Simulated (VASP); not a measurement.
# H5C2Cl in VASP: a series of runs

Runs on H5C2Cl. Level: PBE+D3(BJ). Tasks: single point.

Program: VASP 6.6.1. These are calculated values, not measurements. Logs are shortened: lines on timing, memory, paths and dates and some standing lists are left out, and cuts for length are marked.

### 1 The cell of the first run

The cell holds an amorphous packing of atoms, 24 atoms: a = 7.071 Å, b = 7.071 Å, c = 7.071 Å, α = 90.00°, β = 90.00°, γ = 90.00°.

### 2 Single point, PBE+D3(BJ)

The input, INCAR:

```
  ALGO = Normal
  EDIFF = 1E-6
  ENCUT = 520
  GGA = PE
  ISIF = 2
  ISMEAR = -1
  IVDW = 12
  LASPH = True
  LCHARG = True
  LELF = True
  LREAL = Auto
  LVHAR = True
  LWAVE = False
  NBANDS = 48
  NELM = 100
  PREC = Accurate
  SIGMA = 0.02
```

The input, KPOINTS:

```
k-points
0
Gamma
  1 1 1
```

The input, POSCAR:

```
H5C2Cl
1.0
    7.0706810000      0.0000000000      0.0000000000
    0.0000000000      7.0706810000      0.0000000000
    0.0000000000      0.0000000000      7.0706810000
C H Cl
6 15 3
Direct
    0.9116377899      0.1151515674      0.1993584493
    0.8199351661      0.0121770449      0.0664999595
    0.1564630055      0.1911838478      0.6622982991
    0.2801144614      0.0595840768      0.7063251758
    0.7355868551      0.7447938890      0.5132744639
    0.6318203296      0.7169465006      0.6667674585
    0.9233905475      0.0748867047      0.3491035729
    0.9881367863      0.2417306056      0.1625868852
    0.7565183608     -0.1380913663      0.0819298735
    0.7949446454      0.0646189525     -0.0776870007
    0.0088817470      0.2169239427      0.7030015921
    0.2021446025      0.3276912082      0.5853467297
    0.2242923984     -0.0513104749      0.7921867780
    0.4280068638      0.0713934061      0.6621144413
    0.8746257963      0.8361146543      0.5402308491
    0.7058018881      0.7124207697      0.3573771748
    0.6925075534      0.7652303929      0.7947749304
    0.5071505842      0.6271955983      0.6906548323
    0.4572402573      0.6969484269      0.2633551139
   -0.0663302446      0.5406834221      0.8608506027
    0.6056418045      0.2738491526      0.0855787441
    0.3189367474      0.7971367963      0.3259516304
    0.0701064013      0.6396413584      0.9164605220
    0.6026152219      0.4569998279      0.0309729713
```

Potentials or basis: VASP PAW PBE potentials, release 64 (C, H, Cl).

Launch:

```sh
$ cat potpaw_PBE.64/C/POTCAR potpaw_PBE.64/H/POTCAR potpaw_PBE.64/Cl/POTCAR > POTCAR
$ mpirun -np 1 vasp_gam > vasp.out
```

OUTCAR:

```text
EDIFF = 1E-6
   ENCUT = 520
   GGA = PE
   ISIF = 2
   ISMEAR = -1
   IVDW = 12
   LASPH = True
   LREAL = Auto
   NELM = 100
   PREC = Accurate
 IVDW          = 12

 ion  position               nearest neighbor table
   1  0.912  0.115  0.199-   8 1.08   7 1.10   2 1.35
   2  0.820  0.012  0.066-  10 1.10   9 1.16   1 1.35
   3  0.156  0.191  0.662-  11 1.10  12 1.15   4 1.31
   4  0.280  0.060  0.706-  13 1.07  14 1.09   3 1.31
   5  0.736  0.745  0.513-  16 1.15  15 1.19   6 1.32
   6  0.632  0.717  0.667-  17 1.06  18 1.10   5 1.32
   7  0.923  0.075  0.349-   1 1.10
   8  0.988  0.242  0.163-   1 1.08
   9  0.757  0.862  0.082-   2 1.16
  10  0.795  0.065  0.922-   2 1.10
  11  0.009  0.217  0.703-   3 1.10
  12  0.202  0.328  0.585-   3 1.15
[... 10 lines left out ...]
  23  0.070  0.640  0.916-  20 1.25
  24  0.603  0.457  0.031-  21 1.35

  LATTYP: Found a simple cubic cell.
 ALAT       =     7.0706810000

  Lattice vectors:

 A1 = (   7.0706810000,   0.0000000000,   0.0000000000)
 A2 = (   0.0000000000,   7.0706810000,   0.0000000000)
 A3 = (   0.0000000000,   0.0000000000,   7.0706810000)

Analysis of symmetry for initial positions (statically):
=====================================================================
 Subroutine PRICEL returns:
 Original cell was already a primitive cell.

 Routine SETGRP: Setting up the symmetry group for a
 simple cubic supercell.

 Subroutine GETGRP returns: Found  1 space group operations
 (whereof  1 operations were pure point group operations)
 out of a pool of 48 trial point group operations.

The static configuration has the point symmetry C_1 .

Analysis of symmetry for dynamics (positions and initial velocities):
=====================================================================
 Subroutine PRICEL returns:
 Original cell was already a primitive cell.

 Routine SETGRP: Setting up the symmetry group for a
 simple cubic supercell.

 Subroutine GETGRP returns: Found  1 space group operations
 (whereof  1 operations were pure point group operations)
 out of a pool of 48 trial point group operations.

The dynamic configuration has the point symmetry C_1 .

 Subroutine INISYM returns: Found  1 space group operations
 (whereof  1 operations are pure point group operations),
 and found     1 'primitive' translations

----------------------------------------------------------------------------------------

                                     Primitive cell

  volume of cell :     353.4954

  direct lattice vectors                    reciprocal lattice vectors
     7.070681000  0.000000000  0.000000000     0.141429093  0.000000000  0.000000000
     0.000000000  7.070681000  0.000000000     0.000000000  0.141429093  0.000000000
     0.000000000  0.000000000  7.070681000     0.000000000  0.000000000  0.141429093

  length of vectors
     7.070681000  7.070681000  7.070681000     0.141429093  0.141429093  0.141429093

  position of ions in fractional coordinates (direct lattice)
     0.911637790  0.115151567  0.199358449
     0.819935166  0.012177045  0.066499959
     0.156463006  0.191183848  0.662298299
     0.280114461  0.059584077  0.706325176
     0.735586855  0.744793889  0.513274464
     0.631820330  0.716946501  0.666767458
[... 16 lines left out ...]
     0.070106401  0.639641358  0.916460522
     0.602615222  0.456999828  0.030972971

  ion indices of the primitive-cell ions
   primitive index   ion index
                 1           1
                 2           2
                 3           3
                 4           4
                 5           5
                 6           6
[... 16 lines left out ...]
                23          23
                24          24

----------------------------------------------------------------------------------------

 KPOINTS: k-points

Automatic generation of k-mesh.
 Grid dimensions read from file:
 generate k-points for:    1    1    1

 Generating k-lattice:

  Cartesian coordinates                     Fractional coordinates (reciprocal lattice)
     0.141429093  0.000000000  0.000000000     1.000000000  0.000000000  0.000000000
     0.000000000  0.141429093  0.000000000     0.000000000  1.000000000  0.000000000
     0.000000000  0.000000000  0.141429093     0.000000000  0.000000000  1.000000000

  Length of vectors
     0.141429093  0.141429093  0.141429093

  Shift w.r.t. Gamma in fractional coordinates (k-lattice)
     0.000000000  0.000000000  0.000000000

 Subroutine IBZKPT returns following result:
 ===========================================

 Found      1 irreducible k-points:

 Following reciprocal coordinates:
            Coordinates               Weight
  0.000000  0.000000  0.000000      1.000000
   k-points           NKPTS =      1   k-points in BZ     NKDIM =      1   number of bands    NBANDS=     48
   number of dos      NEDOS =    301   number of ions     NIONS =     24
   total plane-waves  NPLWV = 157464
   dimension x,y,z NGX =    54 NGY =   54 NGZ =   54
   dimension x,y,z NGXF=   108 NGYF=  108 NGZF=  108
   ions per type =               6  15   3
   NGX,Y,Z   is equivalent  to a cutoff of  12.70, 12.70, 12.70 a.u.
   NGXF,Y,Z  is equivalent  to a cutoff of  25.39, 25.39, 25.39 a.u.
 SYSTEM =  unknown system
   PREC   = accura    normal or accurate (medium, high low for compatibility)
   ISTART =      0    job   : 0-new  1-cont  2-samecut
   ICHARG =      2    charge: 1-file 2-atom 10-const
   ISPIN  =      1    spin polarized calculation?
   LNONCOLLINEAR =      F non collinear calculations
   LSORBIT =      F    spin-orbit coupling
   LASPH  =      T    aspherical Exc in radial PAW
   ENCUT  =  520.0 eV  38.22 Ry    6.18 a.u.  13.15 13.15 13.15*2*pi/ulx,y,z
   NELM   =    100;   NELMIN=  2; NELMDL= -5     # of ELM steps
   EDIFF  = 0.1E-05   stopping-criterion for ELM
   LREAL  =      T    real-space projection
   EDIFFG = 0.1E-04   stopping-criterion for IOM
   NSW    =      0    number of steps for IOM
   IBRION =     -1    ionic relax: 0-MD 1-quasi-New 2-CG
   NFREE  =      0    steps in history (QN), initial steepest desc. (CG)
   ISIF   =      2    stress and relaxation
   ISYM   =      2    0-nonsym 1-usesym 2-fastsym
   POTIM  = 0.5000    time-step for ionic-motion
   TEBEG  =    0.0;   TEEND  =   0.0 temperature during run
   PSTRESS=    0.0 pullay stress
   NELECT =      60.0000    total number of electrons
   NUPDOWN=      -1.0000    fix difference up-down
   EMIN   =  10.00;   EMAX   =-10.00  energy-range for DOS
   EFERMI =   0.00;   METHOD = LEGACY
   ISMEAR =    -1;   SIGMA  =   0.02  broadening in eV -4-tet -1-fermi 0-gaus
   EFERMI_NEDOS =   21; number of points for ismear=-14 and -15
   IALGO  =     38    algorithm
   IMIX   =      4    mixing-type and parameters
     AMIX     =   0.40;   BMIX     =  1.00
     AMIX_MAG =   1.60;   BMIX_MAG =  1.00
  volume/ion in A,a.u.               =      14.73        99.40
  Fermi-wavevector in a.u.,A,eV,Ry     =   0.906422  1.712890 11.178570  0.821602
  Thomas-Fermi vector in A             =   2.030108
   LORBIT       =      0    0 simple, 1 ext, 2 COOP (PROOUT), +10 PAW based schemes
   GGA     = PE    functional components
   LHFCALC =     F    Hartree Fock is set to
   AEXX    =    0.0000 exact exchange contribution
   IVDW    =    12    specifies the selected vdW correction
   LEPSILON=     F    determine dielectric tensor
   LRPA    =     F    only Hartree local field effects (RPA)
 non-spin polarized calculation
  energy-cutoff  :      520.00
  volume of cell :      353.50
 maximum number of plane-waves:      4730
 NGX is ok and might be reduce to    54
   NGX = 27   NGY = 27   NGZ = 27

 number of electron      60.0000004 magnetization

 Free energy of the ion-electron system (eV)
  ---------------------------------------------------
  ext. energy  EPLUGINS =         0.00000000
  ---------------------------------------------------
  free energy    TOTEN  =      -113.11792599 eV

  energy without entropy =     -113.11792599  energy(sigma->0) =     -113.11792599

 E-fermi :  -2.6332     XC(G=0):  -6.3616

 val. band max:       -3.1700065779   @ k =   0.0000   0.0000   0.0000
 cond. band min:       1.5347076496   @ k =   0.0000   0.0000   0.0000
 fundamental gap:      4.7047142275
 Fermi energy:        -2.6331661227

 k-point     1 :       0.0000    0.0000    0.0000
  band No.  band energies     occupation
      1     -17.8319      2.00000
      2     -17.6242      2.00000
      3     -17.3807      2.00000
      4     -15.5755      2.00000
      5     -15.4522      2.00000
      6     -15.3576      2.00000
[... 34 lines left out ...]
     41       5.0192      0.00000
     42       5.2303      0.00000
 [bands above 42 left out]

------------------------ aborting loop because EDIFF is reached ----------------------------------------

 Edisp (eV)   -1.19434

 E8    (eV) :    -0.3073

  FORCE on cell =-STRESS in cart. coord.  units (eV):
  Direction    XX          YY          ZZ          XY          YZ          ZX
  --------------------------------------------------------------------------------------
  -------------------------------------------------------------------------------------
  Total      -0.85125    -2.37544    -0.50803    -2.50376    -1.15526     0.04046
  in kB      -3.85819   -10.76639    -2.30257   -11.34799    -5.23611     0.18337
  external pressure =       -5.64 kB  Pullay stress =        0.00 kB

 VOLUME and BASIS-vectors are now :
 -----------------------------------------------------------------------------
  energy-cutoff  :      520.00
  volume of cell :      353.50
      direct lattice vectors                 reciprocal lattice vectors
     7.070681000  0.000000000  0.000000000     0.141429093  0.000000000  0.000000000
     0.000000000  7.070681000  0.000000000     0.000000000  0.141429093  0.000000000
     0.000000000  0.000000000  7.070681000     0.000000000  0.000000000  0.141429093

 POSITION                                       TOTAL-FORCE (eV/Angst)
 -----------------------------------------------------------------------------------
      6.44590      0.81420      1.40960        -0.536436     -1.081392     -0.264655
      5.79750      0.08610      0.47020        -0.612433     -1.024801      0.340179
      1.10630      1.35180      4.68290        -0.024112      3.753708     -1.340611
      1.98060      0.42130      4.99420        -0.070419      0.178210      0.143820
      5.20110      5.26620      3.62920         2.088673      1.642031     -1.201092
      4.46740      5.06930      4.71450        -0.457085     -1.205207     -0.188391
[... 16 lines left out ...]
      0.49570      4.52270      6.48000         0.863429      0.361669      0.377388
      4.26090      3.23130      0.21900        -0.182466     -1.295133      0.446365
 -----------------------------------------------------------------------------------
    total drift:                                0.008379      0.001447     -0.010151

  FREE ENERGIE OF THE ION-ELECTRON SYSTEM (eV)
  ---------------------------------------------------
  free  energy   TOTEN  =      -114.3122666877 eV

  energy  without entropy=     -114.3122666877  energy(sigma->0) =     -114.31226669
```

Wall time 48 s (1 thread of Intel Xeon 6975P-C, shared host); peak memory 0.37 GiB.

What came out:

* Free energy: -114.3123 eV
* Pressure: -0.6 GPa
* Largest force: 3.986 eV/Å
* Band gap on the k mesh: 4.70 eV
* Dispersion energy per atom: -0.050 eV

Forces on the atoms (eV/Å):
```
C   -0.536 -1.081 -0.265
C   -0.612 -1.025  0.340
C   -0.024  3.754 -1.341
C   -0.070  0.178  0.144
C    2.089  1.642 -1.201
C   -0.457 -1.205 -0.188
H    0.029 -0.231 -0.394
H   -0.066  0.600 -0.207
H    0.699  1.895  0.436
H    0.499  0.029  0.098
H    0.070 -0.992  0.248
H   -0.130 -1.424  0.416
H    0.389 -0.994  0.389
H   -0.202 -0.301  0.127
H   -1.882 -1.403 -0.655
H    0.299 -0.020  1.791
H    0.321  0.534  1.006
H   -0.019  0.379 -0.698
H   -0.134 -0.143 -0.072
H   -0.788 -0.541 -0.373
H    0.145  1.159 -0.217
Cl  -0.298  0.123 -0.208
Cl   0.863  0.362  0.377
Cl  -0.182 -1.295  0.446
```

Levels at points of the mesh, in eV from the valence-band top:
| k point | band 28 | band 29 | band 30 | band 31 | band 32 | band 33 |
| --- | --- | --- | --- | --- | --- | --- |
| (0.00, 0.00, 0.00) | -0.25 | -0.10 | 0.00 | 4.70 | 5.20 | 5.56 |

Caveat: the k points lie up to 0.89 Å⁻¹ apart.

### 3 Single point, PBE+D3(BJ)

This run uses another cell than the first one, of 15.67 Å³/atom, 1.064 times its volume.

The input, INCAR:

```
SYSTEM = H5C2Cl
ALGO = Normal ; EDIFF = 1E-6
ENCUT = 520 ; GGA = PE
ISIF = 2 ; ISMEAR = -1
IVDW = 12 ; LASPH = .True.
LCHARG = .False. ; LREAL = Auto
LWAVE = .False. ; NBANDS = 48
NELM = 80 ; PREC = Accurate
SIGMA = 0.02
```

The input, KPOINTS:

```
k-points
0
Gamma
  1 1 1
  0 0 0
```

The input, POSCAR:

```
H5C2Cl
1.0
    7.2174990000      0.0000000000      0.0000000000
    0.0000000000      7.2174990000      0.0000000000
    0.0000000000      0.0000000000      7.2174990000
C H Cl
6 15 3
Direct
    0.9282162699      0.0611846292      0.1792864814
    0.7697541766      0.0011499828      0.1018358298
    0.2448216481      0.2440596112      0.7573260488
    0.3340492323      0.1221060093      0.8531625706
    0.8046831735      0.6814687470      0.5549429241
    0.6337236763      0.7029027645      0.6300936100
    0.9468099684      0.0499896155      0.3268445205
    1.0374369293      0.1369172341      0.1134326447
    0.6724905677     -0.0866366590      0.1797575587
    0.7346173515      0.0439210314     -0.0362175319
    0.0994250224      0.2529962249      0.7445931063
    0.3157603486      0.3526706412      0.6827711372
    0.2631798079      0.0162244567      0.9213717937
    0.4721718701      0.1120194128      0.8448771520
    0.9274126675      0.7358504657      0.6309387781
    0.8528577559      0.5854382522      0.4337236486
    0.6216419289      0.7815865302      0.7508833739
    0.5039280227      0.6634015467      0.5756287600
    0.2684725000      0.8795567550      0.1414755998
   -0.0255074507      0.5376654711      0.9498996813
    0.6692484474      0.2505715623      0.1649324787
    0.3567994952      0.8963215651      0.2988846968
    0.1272047284      0.6112920833      0.9867545531
    0.5900243284      0.3930585927      0.0685417483
```

Potentials or basis: VASP PAW PBE potentials, release 64 (C, H, Cl).

Launch:

```sh
$ cat potpaw_PBE.64/C/POTCAR potpaw_PBE.64/H/POTCAR potpaw_PBE.64/Cl/POTCAR > POTCAR
$ mpirun -np 1 vasp_gam > vasp.out
```

It took 40 s on 1 thread of Intel Xeon 6975P-C, shared host; peak memory 0.4 GiB.

The run converged. Its results:

| Quantity | Value |
| --- | --- |
| Free energy | -114.2442 eV |
| Pressure | 1.9 GPa |
| Largest force | 3.675 eV/Å |
| Band gap on the k mesh | 4.73 eV |
| Dispersion energy per atom | -0.046 eV |

Forces on the atoms (eV/Å):
```
C   -0.939 -0.115  0.508
C    0.678 -0.051  0.676
C   -0.219  1.709 -1.280
C   -1.810 -0.679 -0.138
C    0.527 -1.362 -0.259
C    2.179 -0.241 -1.396
H    0.232 -0.576  0.505
H    0.221  0.562 -0.664
H    0.173  0.426 -0.207
H    0.002 -0.400 -0.773
H   -1.382 -0.121  0.131
H    0.350  0.230 -0.279
H   -0.871 -1.315  0.849
H    3.671 -0.132  0.105
H   -0.548 -0.022 -0.258
H   -1.198  1.362  1.194
H   -0.027  1.050  1.562
H   -0.876 -0.821 -0.800
H    0.232  0.024  0.612
H   -1.145 -0.393 -0.230
H   -0.382  0.920 -0.746
Cl  -0.425 -0.082 -0.252
Cl   0.976  0.396  0.238
Cl   0.581 -0.367  0.899
```

Stress tensor (GPa, compression positive):
```
 2.95  0.44  0.94
 0.44  1.52 -0.57
 0.94 -0.57  1.28
```

Levels at points of the mesh, in eV from the valence-band top:
```tsv
k point	band 27	band 28	band 29	band 30	band 31	band 32	band 33	band 34
(0.00, 0.00, 0.00)	-1.03	-0.31	-0.15	0.00	4.73	4.99	5.16	5.60
```

Caveat: the k points lie up to 0.87 Å⁻¹ apart.
